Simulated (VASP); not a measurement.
# Re (Im-3m) in VASP: a series of runs

Re is run at these levels: LDA; tasks: single point.

All numbers are computed with VASP 6.6.1; they aren't measurements. Logs are shortened: lines on timing, memory, paths and dates and some standing lists are left out, and cuts for length are marked.

**1. The cell of the first run**

Symmetry: Im-3m, No. 229, cubic system. Conventional cell: a = 2.700 Å, b = 2.700 Å, c = 2.700 Å, α = 90.00°, β = 90.00°, γ = 90.00°. Within 3.1 Å of Re (site symmetry m-3m) lie 14 Re at 2.34 to 2.70 Å.

This isn't the form of Re at room conditions, which is hcp.

**2. Single point, LDA (9.84 Å³/atom)**

Input file INCAR:

```
SYSTEM = Re
  ALGO = Normal
  EDIFF = 1E-6
  ENCUT = 520
  GGA = CA
  ISIF = 2
  ISMEAR = -1
  LASPH = .TRUE.
  LCHARG = .FALSE.
  LREAL = .FALSE.
  LWAVE = .FALSE.
  NBANDS = 10
  NELM = 100
  PREC = Accurate
  SIGMA = 0.1
```

Input file KPOINTS:

```
k-points
0
G
  19 19 19
  0 0 0
```

Input file POSCAR:

```
Re
1.0
   -1.3500588784      1.3500588784      1.3500588784
    1.3500588784     -1.3500588784      1.3500588784
    1.3500588784      1.3500588784     -1.3500588784
Re
1
Direct
    0.0000000000      0.0000000000      0.0000000000
```

Potentials or basis: VASP PAW LDA potentials, release 64 (Re).

The run is started by

```bash
cat potpaw_LDA.64/Re/POTCAR > POTCAR
mpirun -np 1 vasp_std > vasp.out
```

OUTCAR:

```text
SYSTEM = Re
   EDIFF = 1E-6
   ENCUT = 520
   GGA = CA
   ISIF = 2
   ISMEAR = -1
   LASPH = .TRUE.
   LREAL = .FALSE.
   NELM = 100
   PREC = Accurate

 ion  position               nearest neighbor table
   1  0.000  0.000  0.000-

  LATTYP: Found a body centered cubic cell.
 ALAT       =     2.7001177568

  Lattice vectors:

 A1 = (  -1.3500588784,   1.3500588784,   1.3500588784)
 A2 = (   1.3500588784,  -1.3500588784,   1.3500588784)
 A3 = (   1.3500588784,   1.3500588784,  -1.3500588784)

Analysis of symmetry for initial positions (statically):
=====================================================================
 Subroutine PRICEL returns:
 Original cell was already a primitive cell.

 Routine SETGRP: Setting up the symmetry group for a
 body centered cubic supercell.

 Subroutine GETGRP returns: Found 48 space group operations
 (whereof 48 operations were pure point group operations)
 out of a pool of 48 trial point group operations.

The static configuration has the point symmetry O_h .

Analysis of symmetry for dynamics (positions and initial velocities):
=====================================================================
 Subroutine PRICEL returns:
 Original cell was already a primitive cell.

 Routine SETGRP: Setting up the symmetry group for a
 body centered cubic supercell.

 Subroutine GETGRP returns: Found 48 space group operations
 (whereof 48 operations were pure point group operations)
 out of a pool of 48 trial point group operations.

The dynamic configuration has the point symmetry O_h .

 Subroutine INISYM returns: Found 48 space group operations
 (whereof 48 operations are pure point group operations),
 and found     1 'primitive' translations

----------------------------------------------------------------------------------------

                                     Primitive cell

  volume of cell :       9.8428

  direct lattice vectors                    reciprocal lattice vectors
    -1.350058878  1.350058878  1.350058878     0.000000000  0.370354218  0.370354218
     1.350058878 -1.350058878  1.350058878     0.370354218  0.000000000  0.370354218
     1.350058878  1.350058878 -1.350058878     0.370354218  0.370354218  0.000000000

  length of vectors
     2.338370571  2.338370571  2.338370571     0.523759958  0.523759958  0.523759958

  position of ions in fractional coordinates (direct lattice)
     0.000000000  0.000000000  0.000000000

  ion indices of the primitive-cell ions
   primitive index   ion index
                 1           1

----------------------------------------------------------------------------------------

 KPOINTS: k-points

Automatic generation of k-mesh.
 Grid dimensions read from file:
 generate k-points for:   19   19   19

 Generating k-lattice:

  Cartesian coordinates                     Fractional coordinates (reciprocal lattice)
     0.000000000  0.019492327  0.019492327     0.052631579  0.000000000  0.000000000
     0.019492327  0.000000000  0.019492327     0.000000000  0.052631579  0.000000000
     0.019492327  0.019492327  0.000000000     0.000000000  0.000000000  0.052631579

  Length of vectors
     0.027566314  0.027566314  0.027566314

  Shift w.r.t. Gamma in fractional coordinates (k-lattice)
     0.000000000  0.000000000  0.000000000

 Subroutine IBZKPT returns following result:
 ===========================================

 Found    220 irreducible k-points:

 Following reciprocal coordinates:
            Coordinates               Weight
  0.000000  0.000000  0.000000      1.000000
  0.052632  0.000000  0.000000     12.000000
  0.105263  0.000000  0.000000     12.000000
  0.157895  0.000000  0.000000     12.000000
  0.210526  0.000000  0.000000     12.000000
  0.263158  0.000000  0.000000     12.000000
[... 16 lines left out ...]
  0.263158  0.105263  0.000000     48.000000
  0.315789  0.105263  0.000000     48.000000
 [... further k-points ...]
   k-points           NKPTS =    220   k-points in BZ     NKDIM =    220   number of bands    NBANDS=     10
   number of dos      NEDOS =    301   number of ions     NIONS =      1
   total plane-waves  NPLWV =   5832
   dimension x,y,z NGX =    18 NGY =   18 NGZ =   18
   dimension x,y,z NGXF=    36 NGYF=   36 NGZF=   36
   ions per type =               1
   NGX,Y,Z   is equivalent  to a cutoff of  12.80, 12.80, 12.80 a.u.
   NGXF,Y,Z  is equivalent  to a cutoff of  25.59, 25.59, 25.59 a.u.
 SYSTEM =  Re
   PREC   = accura    normal or accurate (medium, high low for compatibility)
   ISTART =      0    job   : 0-new  1-cont  2-samecut
   ICHARG =      2    charge: 1-file 2-atom 10-const
   ISPIN  =      1    spin polarized calculation?
   LNONCOLLINEAR =      F non collinear calculations
   LSORBIT =      F    spin-orbit coupling
   LASPH  =      T    aspherical Exc in radial PAW
   ENCUT  =  520.0 eV  38.22 Ry    6.18 a.u.   4.35  4.35  4.35*2*pi/ulx,y,z
   NELM   =    100;   NELMIN=  2; NELMDL= -5     # of ELM steps
   EDIFF  = 0.1E-05   stopping-criterion for ELM
   LREAL  =      F    real-space projection
   EDIFFG = 0.1E-04   stopping-criterion for IOM
   NSW    =      0    number of steps for IOM
   IBRION =     -1    ionic relax: 0-MD 1-quasi-New 2-CG
   NFREE  =      0    steps in history (QN), initial steepest desc. (CG)
   ISIF   =      2    stress and relaxation
   ISYM   =      2    0-nonsym 1-usesym 2-fastsym
   POTIM  = 0.5000    time-step for ionic-motion
   TEBEG  =    0.0;   TEEND  =   0.0 temperature during run
   PSTRESS=    0.0 pullay stress
   NELECT =       7.0000    total number of electrons
   NUPDOWN=      -1.0000    fix difference up-down
   EMIN   =  10.00;   EMAX   =-10.00  energy-range for DOS
   EFERMI =   0.00;   METHOD = LEGACY
   ISMEAR =    -1;   SIGMA  =   0.10  broadening in eV -4-tet -1-fermi 0-gaus
   EFERMI_NEDOS =   21; number of points for ismear=-14 and -15
   IALGO  =     38    algorithm
   IMIX   =      4    mixing-type and parameters
     AMIX     =   0.40;   BMIX     =  1.00
     AMIX_MAG =   1.60;   BMIX_MAG =  1.00
  volume/ion in A,a.u.               =       9.84        66.42
  Fermi-wavevector in a.u.,A,eV,Ry     =   1.461285  2.761427 29.053237  2.135353
  Thomas-Fermi vector in A             =   2.577634
   LORBIT       =      0    0 simple, 1 ext, 2 COOP (PROOUT), +10 PAW based schemes
   GGA     = CA    functional components
   LHFCALC =     F    Hartree Fock is set to
   AEXX    =    0.0000 exact exchange contribution
   IVDW    =     0    specifies the selected vdW correction
   LEPSILON=     F    determine dielectric tensor
   LRPA    =     F    only Hartree local field effects (RPA)
 non-spin polarized calculation
  energy-cutoff  :      520.00
  volume of cell :        9.84
 maximum number of plane-waves:       276
 NGX is ok and might be reduce to    18
   NGX =  9   NGY =  9   NGZ =  9

 number of electron       7.0000001 magnetization

 Free energy of the ion-electron system (eV)
  ---------------------------------------------------
  ext. energy  EPLUGINS =         0.00000000
  ---------------------------------------------------
  free energy    TOTEN  =        -9.66948744 eV

  energy without entropy =       -9.64417292  energy(sigma->0) =       -9.65683018

 E-fermi :  15.1556     XC(G=0): -16.1149

 val. band max:       15.1508465102   @ k =  -0.4211  -0.4211   0.1053
 cond. band min:      15.1661229419   @ k =  -0.2105   0.2632   0.0526
 fundamental gap:      0.0152764317
 Fermi energy:        15.1556449394

 k-point     1 :       0.0000    0.0000    0.0000
  band No.  band energies     occupation
      1       1.5537      2.00000
      2      10.5466      2.00000
      3      10.5466      2.00000
      4      10.5466      2.00000
      5      16.0977      0.00016
      6      16.0977      0.00016
      7      31.1614      0.00000
      8      31.1614      0.00000
      9      31.1614      0.00000
     10      48.9943      0.00000

 k-point     2 :       0.0526    0.0000    0.0000
  band No.  band energies     occupation
      1       1.7865      2.00000
      2      10.3994      2.00000
      3      10.5254      2.00000
      4      10.7796      2.00000
      5      15.8324      0.00230
      6      16.0953      0.00017
      7      31.3780      0.00000
      8      31.5285      0.00000
      9      31.8304      0.00000
     10      48.6934      0.00000

 k-point     3 :       0.1053    0.0000    0.0000
  band No.  band energies     occupation
      1       2.4386      2.00000
      2       9.9937      2.00000
      3      10.4331      2.00000
      4      11.4700      2.00000
      5      15.2826      0.43852
      6      16.1023      0.00015
      7      31.9683      0.00000
      8      32.5931      0.00000
      9      33.5984      0.00000
     10      46.2101      0.00000

 k-point     4 :       0.1579    0.0000    0.0000
  band No.  band energies     occupation
      1       3.3519      2.00000
      2       9.4164      2.00000
      3      10.2605      2.00000
      4      12.5920      2.00000
      5      14.9046      1.84974
      6      16.1526      0.00009
      7      32.7152      0.00000
      8      34.2666      0.00000
      9      35.9045      0.00000
     10      43.6931      0.00000
[... 222 lines left out ...]
 k-point    22 :       0.2105    0.1053    0.0000
  band No.  band energies     occupation
      1       5.1897      2.00000
      2       8.2483      2.00000
      3       9.8652      2.00000
      4      14.6103      1.99148
      5      17.1357      0.00000
      6      17.3108      0.00000
      7      33.2495      0.00000
      8      36.4223      0.00000
      9      39.0976      0.00000
     10      43.9129      0.00000

 k-point    23 :       0.2632    0.1053    0.0000
  band No.  band energies     occupation
      1       5.0209      2.00000
      2       7.7263      2.00000
      3      11.0142      2.00000
      4      15.2031      0.76699
      5      17.5939      0.00000
      6      19.3475      0.00000
      7      31.8356      0.00000
      8      36.2942      0.00000
      9      40.3292      0.00000
     10      44.2545      0.00000

 k-point    24 :       0.3158    0.1053    0.0000
  band No.  band energies     occupation
      1       4.6171      2.00000
      2       7.3244      2.00000
      3      12.4226      2.00000
      4      15.9259      0.00090
      5      17.9443      0.00000
      6      21.5199      0.00000
      7      30.5661      0.00000
      8      34.9350      0.00000
      9      41.8768      0.00000
     10      42.6541      0.00000

 [... further k-points ...]

------------------------ aborting loop because EDIFF is reached ----------------------------------------

  FORCE on cell =-STRESS in cart. coord.  units (eV):
  Direction    XX          YY          ZZ          XY          YZ          ZX
  --------------------------------------------------------------------------------------
  -------------------------------------------------------------------------------------
  Total       22.1916356     22.1916356     22.1916356     -0.0000000      0.0000000      0.0000000
  in kB     3612.2830780   3612.2830780   3612.2830780     -0.0000000      0.0000000      0.0000000
  external PRESSURE =    3612.2830780 kB  Pullay stress =       0.0000000 kB

 VOLUME and BASIS-vectors are now :
 -----------------------------------------------------------------------------
  energy-cutoff  :      520.00
  volume of cell :        9.84
      direct lattice vectors                 reciprocal lattice vectors
    -1.350058878  1.350058878  1.350058878     0.000000000  0.370354218  0.370354218
     1.350058878 -1.350058878  1.350058878     0.370354218  0.000000000  0.370354218
     1.350058878  1.350058878 -1.350058878     0.370354218  0.370354218  0.000000000

 POSITION                                       TOTAL-FORCE (eV/Angst)
 -----------------------------------------------------------------------------------
      0.00000      0.00000      0.00000        -0.000000      0.000000     -0.000000
 -----------------------------------------------------------------------------------
    total drift:                                0.000000     -0.000000     -0.000000

  FREE ENERGIE OF THE ION-ELECTRON SYSTEM (eV)
  ---------------------------------------------------
  free  energy   TOTEN  =        -9.6694874368 eV

  energy  without entropy=       -9.6441729166  energy(sigma->0) =       -9.65683018
```

Wall time 32 s (1 thread of Intel Xeon 8259CL, shared host); peak memory 0.13 GiB.

What came out:

- Free energy: -9.6695 eV
- Pressure: 361.2 GPa
- Band gap on the k mesh: zero (an odd number of electrons rules out a gap without spin polarisation)

Levels at points of the mesh, in eV from the Fermi level:
| k point | band 1 | band 2 | band 3 | band 4 | band 5 | band 6 |
| --- | --- | --- | --- | --- | --- | --- |
| (0.00, 0.00, 0.00) | -13.60 | -4.61 | -4.61 | -4.61 | 0.94 | 0.94 |

Caveat: the cell stands under pressure; spin-orbit coupling is left out, which moves the levels of the heavy elements.

**3. Single point, LDA (9.84 Å³/atom)**

Input file INCAR:

```
PREC = Accurate ; ENCUT = 520
EDIFF = 1E-7 ; ISMEAR = -1
SIGMA = 0.1 ; LREAL = False
LASPH = True ; NELM = 60
ALGO = Normal ; ISIF = 2
LWAVE = False ; LCHARG = True
LELF = True ; LVHAR = True
NBANDS = 10
```

Input file KPOINTS:

```
regular mesh
0
Gamma
  19 19 19
```

POSCAR is that of step 2.

Potentials or basis: VASP PAW LDA potentials, release 64 (Re).

The run is started by

```bash
cat potpaw_LDA.64/Re/POTCAR > POTCAR
mpirun -np 1 vasp_std > vasp.out
```

OUTCAR:

```text
PREC = Accurate
   ENCUT = 520
   EDIFF = 1E-7
   ISMEAR = -1
   LREAL = False
   LASPH = True
   NELM = 60
   ISIF = 2

 ion  position               nearest neighbor table
   1  0.000  0.000  0.000-

  LATTYP: Found a body centered cubic cell.
 ALAT       =     2.7001177568

  Lattice vectors:

 A1 = (  -1.3500588784,   1.3500588784,   1.3500588784)
 A2 = (   1.3500588784,  -1.3500588784,   1.3500588784)
 A3 = (   1.3500588784,   1.3500588784,  -1.3500588784)

Analysis of symmetry for initial positions (statically):
=====================================================================
 Subroutine PRICEL returns:
 Original cell was already a primitive cell.

 Routine SETGRP: Setting up the symmetry group for a
 body centered cubic supercell.

 Subroutine GETGRP returns: Found 48 space group operations
 (whereof 48 operations were pure point group operations)
 out of a pool of 48 trial point group operations.

The static configuration has the point symmetry O_h .

[... 161 lines left out ...]
 cond. band min:      15.1661072472   @ k =  -0.2105   0.2632   0.0526
 fundamental gap:      0.0152700763
 Fermi energy:        15.1556401297

 k-point     1 :       0.0000    0.0000    0.0000
  band No.  band energies     occupation
      1       1.5539      2.00000
      2      10.5465      2.00000
      3      10.5465      2.00000
      4      10.5465      2.00000
      5      16.0977      0.00016
      6      16.0977      0.00016
      7      31.1613      0.00000
      8      31.1613      0.00000
      9      31.1613      0.00000
     10      48.9908      0.00000
[... 287 lines left out ...]
 k-point    24 :       0.3158    0.1053    0.0000
  band No.  band energies     occupation
      1       4.6171      2.00000
      2       7.3243      2.00000
      3      12.4228      2.00000
      4      15.9259      0.00090
      5      17.9443      0.00000
      6      21.5199      0.00000
      7      30.5661      0.00000
      8      34.9351      0.00000
      9      41.8770      0.00000
     10      42.6540      0.00000

 [... further k-points ...]

------------------------ aborting loop because EDIFF is reached ----------------------------------------

  FORCE on cell =-STRESS in cart. coord.  units (eV):
  Direction    XX          YY          ZZ          XY          YZ          ZX
  --------------------------------------------------------------------------------------
  -------------------------------------------------------------------------------------
  Total       22.1901496     22.1901496     22.1901496      0.0000000     -0.0000000      0.0000000
  in kB     3612.0411863   3612.0411863   3612.0411863      0.0000000     -0.0000000      0.0000000
  external PRESSURE =    3612.0411863 kB  Pullay stress =       0.0000000 kB

 VOLUME and BASIS-vectors are now :
 -----------------------------------------------------------------------------
  energy-cutoff  :      520.00
  volume of cell :        9.84
      direct lattice vectors                 reciprocal lattice vectors
    -1.350058878  1.350058878  1.350058878     0.000000000  0.370354218  0.370354218
     1.350058878 -1.350058878  1.350058878     0.370354218  0.000000000  0.370354218
     1.350058878  1.350058878 -1.350058878     0.370354218  0.370354218  0.000000000

 POSITION                                       TOTAL-FORCE (eV/Angst)
 -----------------------------------------------------------------------------------
      0.00000      0.00000      0.00000         0.000000      0.000000     -0.000000
 -----------------------------------------------------------------------------------
    total drift:                                0.000000      0.000000      0.000000

  FREE ENERGIE OF THE ION-ELECTRON SYSTEM (eV)
  ---------------------------------------------------
  free  energy   TOTEN  =        -9.6694874668 eV

  energy  without entropy=       -9.6441728635  energy(sigma->0) =       -9.65683017
```

OSZICAR:

```text
N       E                     dE             d eps       ncg     rms          rms(c)
DAV:   1     0.198799516514E+02    0.19880E+02   -0.36693E+03  5824   0.704E+02
DAV:   2    -0.951412139593E+01   -0.29394E+02   -0.25930E+02  5748   0.166E+02
DAV:   3    -0.104186851373E+02   -0.90456E+00   -0.87802E+00  6950   0.431E+01
DAV:   4    -0.104209664065E+02   -0.22813E-02   -0.22782E-02  6918   0.120E+00
DAV:   5    -0.104209683871E+02   -0.19806E-05   -0.19808E-05  6106   0.243E-02    0.608E+01
DAV:   6    -0.992381096187E+01    0.49716E+00   -0.72897E-02  6156   0.220E+00    0.359E+01
DAV:   7    -0.966863552861E+01    0.25518E+00   -0.14784E-01  6878   0.274E+00    0.671E-01
DAV:   8    -0.966943726389E+01   -0.80174E-03   -0.94512E-04  6270   0.232E-01    0.320E-01
DAV:   9    -0.966948760118E+01   -0.50337E-04   -0.15384E-04  6438   0.994E-02    0.288E-02
DAV:  10    -0.966948743919E+01    0.16199E-06   -0.65692E-07  5826   0.139E-02    0.124E-02
DAV:  11    -0.966948746684E+01   -0.27652E-07   -0.68609E-08  5076   0.337E-03
   1 F= -.96694875E+01 E0= -.96568302E+01  d E =-.253146E-01
```

Run time: 36 s. Hardware: 1 thread of Intel Xeon 8259CL, shared host; peak memory 0.14 GiB.

Results:

| Property | Result |
| --- | --- |
| Free energy | -9.6695 eV |
| Pressure | 361.2 GPa |
| Band gap on the k mesh | zero (an odd number of electrons rules out a gap without spin polarisation) |

Caveat: the cell stands under pressure; spin-orbit coupling is left out, which moves the levels of the heavy elements.
